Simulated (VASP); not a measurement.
# Ag (Fm-3m) in VASP: notebook

The runs below take Ag through single point, relaxation of cell and atoms, with PBE.

Everything below comes from runs of VASP 6.6.1. Logs are shortened: lines on timing, memory, paths and dates and some standing lists are left out, and cuts for length are marked.

### Step 1. The cell of the first run

Symmetry: Fm-3m, No. 225, cubic system. The conventional cell has a = 3.991 Å, b = 3.991 Å, c = 3.991 Å, α = 90.00°, β = 90.00°, γ = 90.00°. Ag (site symmetry m-3m) has 12 Ag at 2.82 Å within 3.7 Å.

### Step 2. Single point, PBE

INCAR

```
SYSTEM = Ag
PREC     = Accurate       ! precision mode
ENCUT    = 500            ! plane-wave cutoff, eV
EDIFF    = 1E-6           ! SCF threshold, eV
ISMEAR   = -1             ! smearing method
SIGMA    = 0.05           ! smearing width, eV
LREAL    = .False.        ! projectors in reciprocal space
LASPH    = .True.         ! aspherical terms in the spheres
NELM     = 120            ! most SCF steps
ALGO     = Normal         ! electronic algorithm
ISIF     = 2              ! what is computed and relaxed
LWAVE    = .False.        ! write WAVECAR
LCHARG   = .True.         ! write CHGCAR
GGA      = PE             ! functional
LELF     = .True.         ! ELF
LVHAR    = .True.       
NBANDS   = 12             ! bands
GGA_COMPAT= .False.
```

KPOINTS

```
regular mesh
0
Gamma
  10 10 10
  0 0 0
```

POSCAR

```
Ag
1.0
    0.0000000000      1.9955980106      1.9955980106
    1.9955980106      0.0000000000      1.9955980106
    1.9955980106      1.9955980106      0.0000000000
Ag
1
Direct
    0.0000000000      0.0000000000      0.0000000000
```

Potentials or basis: VASP PAW PBE potentials, release 64 (Ag).

On the command line:

```
$ cat potpaw_PBE.64/Ag/POTCAR > POTCAR
$ mpirun -np 1 vasp_std > vasp.out
```

OUTCAR:

```text
SYSTEM = Ag
   PREC = Accurate
   ENCUT = 500
   EDIFF = 1E-6
   ISMEAR = -1
   LREAL = .False.
   LASPH = .True.
   NELM = 120
   ISIF = 2
   GGA = PE

 ion  position               nearest neighbor table
   1  0.000  0.000  0.000-

  LATTYP: Found a face centered cubic cell.
 ALAT       =     3.9911960212

  Lattice vectors:

 A1 = (   0.0000000000,   1.9955980106,   1.9955980106)
 A2 = (   1.9955980106,   0.0000000000,   1.9955980106)
 A3 = (   1.9955980106,   1.9955980106,   0.0000000000)

Analysis of symmetry for initial positions (statically):
=====================================================================
 Subroutine PRICEL returns:
 Original cell was already a primitive cell.

 Routine SETGRP: Setting up the symmetry group for a
 face centered cubic supercell.

 Subroutine GETGRP returns: Found 48 space group operations
 (whereof 48 operations were pure point group operations)
 out of a pool of 48 trial point group operations.

The static configuration has the point symmetry O_h .

Analysis of symmetry for dynamics (positions and initial velocities):
=====================================================================
 Subroutine PRICEL returns:
 Original cell was already a primitive cell.

 Routine SETGRP: Setting up the symmetry group for a
 face centered cubic supercell.

 Subroutine GETGRP returns: Found 48 space group operations
 (whereof 48 operations were pure point group operations)
 out of a pool of 48 trial point group operations.

The dynamic configuration has the point symmetry O_h .

 Subroutine INISYM returns: Found 48 space group operations
 (whereof 48 operations are pure point group operations),
 and found     1 'primitive' translations

----------------------------------------------------------------------------------------

                                     Primitive cell

  volume of cell :      15.8946

  direct lattice vectors                    reciprocal lattice vectors
     0.000000000  1.995598011  1.995598011    -0.250551462  0.250551462  0.250551462
     1.995598011  0.000000000  1.995598011     0.250551462 -0.250551462  0.250551462
     1.995598011  1.995598011  0.000000000     0.250551462  0.250551462 -0.250551462

  length of vectors
     2.822201772  2.822201772  2.822201772     0.433967863  0.433967863  0.433967863

  position of ions in fractional coordinates (direct lattice)
     0.000000000  0.000000000  0.000000000

  ion indices of the primitive-cell ions
   primitive index   ion index
                 1           1

----------------------------------------------------------------------------------------

 KPOINTS: regular mesh

Automatic generation of k-mesh.
 Grid dimensions read from file:
 generate k-points for:   10   10   10

 Generating k-lattice:

  Cartesian coordinates                     Fractional coordinates (reciprocal lattice)
    -0.025055146  0.025055146  0.025055146     0.100000000  0.000000000  0.000000000
     0.025055146 -0.025055146  0.025055146     0.000000000  0.100000000  0.000000000
     0.025055146  0.025055146 -0.025055146     0.000000000  0.000000000  0.100000000

  Length of vectors
     0.043396786  0.043396786  0.043396786

  Shift w.r.t. Gamma in fractional coordinates (k-lattice)
     0.000000000  0.000000000  0.000000000

 Subroutine IBZKPT returns following result:
 ===========================================

 Found     47 irreducible k-points:

 Following reciprocal coordinates:
            Coordinates               Weight
  0.000000  0.000000  0.000000      1.000000
  0.100000  0.000000  0.000000      8.000000
  0.200000  0.000000  0.000000      8.000000
  0.300000  0.000000  0.000000      8.000000
  0.400000  0.000000  0.000000      8.000000
  0.500000  0.000000  0.000000      4.000000
[... 16 lines left out ...]
  0.300000  0.300000  0.000000      6.000000
  0.400000  0.300000  0.000000     24.000000
 [... further k-points ...]
   k-points           NKPTS =     47   k-points in BZ     NKDIM =     47   number of bands    NBANDS=     12
   number of dos      NEDOS =    301   number of ions     NIONS =      1
   total plane-waves  NPLWV =  13824
   dimension x,y,z NGX =    24 NGY =   24 NGZ =   24
   dimension x,y,z NGXF=    48 NGYF=   48 NGZF=   48
   ions per type =               1
   NGX,Y,Z   is equivalent  to a cutoff of  14.14, 14.14, 14.14 a.u.
   NGXF,Y,Z  is equivalent  to a cutoff of  28.28, 28.28, 28.28 a.u.
 SYSTEM =  Ag
   PREC   = accura    normal or accurate (medium, high low for compatibility)
   ISTART =      0    job   : 0-new  1-cont  2-samecut
   ICHARG =      2    charge: 1-file 2-atom 10-const
   ISPIN  =      1    spin polarized calculation?
   LNONCOLLINEAR =      F non collinear calculations
   LSORBIT =      F    spin-orbit coupling
   LASPH  =      T    aspherical Exc in radial PAW
   ENCUT  =  500.0 eV  36.75 Ry    6.06 a.u.   5.15  5.15  5.15*2*pi/ulx,y,z
   NELM   =    120;   NELMIN=  2; NELMDL= -5     # of ELM steps
   EDIFF  = 0.1E-05   stopping-criterion for ELM
   LREAL  =      F    real-space projection
   EDIFFG = 0.1E-04   stopping-criterion for IOM
   NSW    =      0    number of steps for IOM
   IBRION =     -1    ionic relax: 0-MD 1-quasi-New 2-CG
   NFREE  =      0    steps in history (QN), initial steepest desc. (CG)
   ISIF   =      2    stress and relaxation
   ISYM   =      2    0-nonsym 1-usesym 2-fastsym
   POTIM  = 0.5000    time-step for ionic-motion
   TEBEG  =    0.0;   TEEND  =   0.0 temperature during run
   PSTRESS=    0.0 pullay stress
   NELECT =      11.0000    total number of electrons
   NUPDOWN=      -1.0000    fix difference up-down
   EMIN   =  10.00;   EMAX   =-10.00  energy-range for DOS
   EFERMI =   0.00;   METHOD = LEGACY
   ISMEAR =    -1;   SIGMA  =   0.05  broadening in eV -4-tet -1-fermi 0-gaus
   EFERMI_NEDOS =   21; number of points for ismear=-14 and -15
   IALGO  =     38    algorithm
   IMIX   =      4    mixing-type and parameters
     AMIX     =   0.40;   BMIX     =  1.00
     AMIX_MAG =   1.60;   BMIX_MAG =  1.00
  volume/ion in A,a.u.               =      15.89       107.26
  Fermi-wavevector in a.u.,A,eV,Ry     =   1.448069  2.736454 28.530119  2.096905
  Thomas-Fermi vector in A             =   2.565952
   LORBIT       =      0    0 simple, 1 ext, 2 COOP (PROOUT), +10 PAW based schemes
   GGA     = PE    functional components
   LHFCALC =     F    Hartree Fock is set to
   AEXX    =    0.0000 exact exchange contribution
   IVDW    =     0    specifies the selected vdW correction
   LEPSILON=     F    determine dielectric tensor
   LRPA    =     F    only Hartree local field effects (RPA)
 non-spin polarized calculation
  energy-cutoff  :      500.00
  volume of cell :       15.89
 maximum number of plane-waves:       412
 NGX is ok and might be reduce to    24
   NGX = 11   NGY = 11   NGZ = 11

 number of electron      11.0000002 magnetization

 Free energy of the ion-electron system (eV)
  ---------------------------------------------------
  ext. energy  EPLUGINS =         0.00000000
  ---------------------------------------------------
  free energy    TOTEN  =        -2.62558941 eV

  energy without entropy =       -2.62297400  energy(sigma->0) =       -2.62428171

 E-fermi :   9.4180     XC(G=0): -12.6341

 val. band max:        9.2000984207   @ k =   0.5000   0.2000   0.1000
 cond. band min:       9.4853486547   @ k =   0.5000   0.1000   0.0000
 fundamental gap:      0.2852502340
 Fermi energy:         9.4180009634

 k-point     1 :       0.0000    0.0000    0.0000
  band No.  band energies     occupation
      1       1.1463      2.00000
      2       4.3729      2.00000
      3       4.3729      2.00000
      4       4.3729      2.00000
      5       5.5444      2.00000
      6       5.5444      2.00000
      7      25.6044      0.00000
      8      29.6010      0.00000
      9      29.6010      0.00000
     10      29.6010      0.00000
     11      34.5906      0.00000
     12      36.2368      0.00000

 k-point     2 :       0.1000    0.0000    0.0000
  band No.  band energies     occupation
      1       1.4716      2.00000
      2       4.2978      2.00000
      3       4.4637      2.00000
      4       4.4637      2.00000
      5       5.5119      2.00000
      6       5.5119      2.00000
      7      25.6353      0.00000
      8      27.5259      0.00000
      9      29.7980      0.00000
     10      29.7980      0.00000
     11      34.2576      0.00000
     12      35.6833      0.00000

 k-point     3 :       0.2000    0.0000    0.0000
  band No.  band energies     occupation
      1       2.2714      2.00000
      2       4.2954      2.00000
      3       4.6008      2.00000
      4       4.6008      2.00000
      5       5.5500      2.00000
      6       5.5500      2.00000
      7      23.0801      0.00000
      8      26.5391      0.00000
      9      30.1055      0.00000
     10      30.1055      0.00000
     11      32.9529      0.00000
     12      34.1701      0.00000
[... 286 lines left out ...]
 k-point    23 :       0.3000    0.3000    0.0000
  band No.  band energies     occupation
      1       3.0546      2.00000
      2       3.2180      2.00000
      3       5.7125      2.00000
      4       5.7125      2.00000
      5       6.0971      2.00000
      6       6.3031      2.00000
      7      23.3832      0.00000
      8      23.3832      0.00000
      9      23.7652      0.00000
     10      26.9734      0.00000
     11      27.9722      0.00000
     12      38.8476      0.00000

 k-point    24 :       0.4000    0.3000    0.0000
  band No.  band energies     occupation
      1       2.9768      2.00000
      2       3.1316      2.00000
      3       5.5964      2.00000
      4       5.7883      2.00000
      5       6.3913      2.00000
      6       8.1585      2.00000
      7      20.4726      0.00000
      8      21.6895      0.00000
      9      22.5122      0.00000
     10      27.2192      0.00000
     11      29.4459      0.00000
     12      38.7940      0.00000

 [... further k-points ...]
[... 5 lines left out ...]
  --------------------------------------------------------------------------------------
  -------------------------------------------------------------------------------------
  Total        1.4664890      1.4664890      1.4664890     -0.0000000     -0.0000000      0.0000000
  in kB      147.8223892    147.8223892    147.8223892     -0.0000000     -0.0000000      0.0000000
  external PRESSURE =     147.8223892 kB  Pullay stress =       0.0000000 kB

 VOLUME and BASIS-vectors are now :
 -----------------------------------------------------------------------------
  energy-cutoff  :      500.00
  volume of cell :       15.89
      direct lattice vectors                 reciprocal lattice vectors
     0.000000000  1.995598011  1.995598011    -0.250551462  0.250551462  0.250551462
     1.995598011  0.000000000  1.995598011     0.250551462 -0.250551462  0.250551462
     1.995598011  1.995598011  0.000000000     0.250551462  0.250551462 -0.250551462

 POSITION                                       TOTAL-FORCE (eV/Angst)
 -----------------------------------------------------------------------------------
      0.00000      0.00000      0.00000         0.000000      0.000000      0.000000
 -----------------------------------------------------------------------------------
    total drift:                               -0.000000      0.000000      0.000000

  FREE ENERGIE OF THE ION-ELECTRON SYSTEM (eV)
  ---------------------------------------------------
  free  energy   TOTEN  =        -2.6255894057 eV

  energy  without entropy=       -2.6229740046  energy(sigma->0) =       -2.62428171
```

Run time: 5.7 s. Hardware: 1 thread of AMD EPYC 9R45 (Zen 5), shared host; peak memory 0.11 GiB.

What came out:

```yaml
Free_energy: -2.6256 eV
Pressure: 14.8 GPa
Band_gap_on_the_k_mesh: zero (an odd number of electrons rules out a gap without spin polarisation)
```

Caveat: the cell stands under pressure.

(Continued in part 2 of 4.)
